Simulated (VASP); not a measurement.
A run of VASP 6.6.1:

Contents of INCAR:

```
SYSTEM = Al
PREC = Accurate ; ENCUT = 520
EDIFF = 1E-8 ; ISMEAR = 0
SIGMA = 0.1 ; LREAL = .False.
LASPH = .True. ; NELM = 100
ALGO = Normal ; ISIF = 2
LWAVE = .False. ; LCHARG = .True.
GGA = CA ; IBRION = 8
NSW = 1
```

KPOINTS

```
Automatic mesh
0
Gamma
  24 24 24
  0 0 0
```

POSCAR

```
Al
1.0
    0.0000000000      1.9910844110      1.9910844110
    1.9910844110      0.0000000000      1.9910844110
    1.9910844110      1.9910844110      0.0000000000
Al
1
Direct
    0.0000000000      0.0000000000      0.0000000000
```

Potentials or basis: VASP PAW LDA potentials, release 64 (Al).

Run with:

```sh
$ cat potpaw_LDA.64/Al/POTCAR > POTCAR
$ mpirun -np 1 vasp_std > vasp.out
```

Hardware: 1 thread of Intel Xeon 8259CL, on a shared host.

Task: How long does it take, and how much memory?

Result: It took 110 s on 1 thread of Intel Xeon 8259CL (shared host), peak memory 0.29 GiB. Counts: scf iterations 19, k points 413.
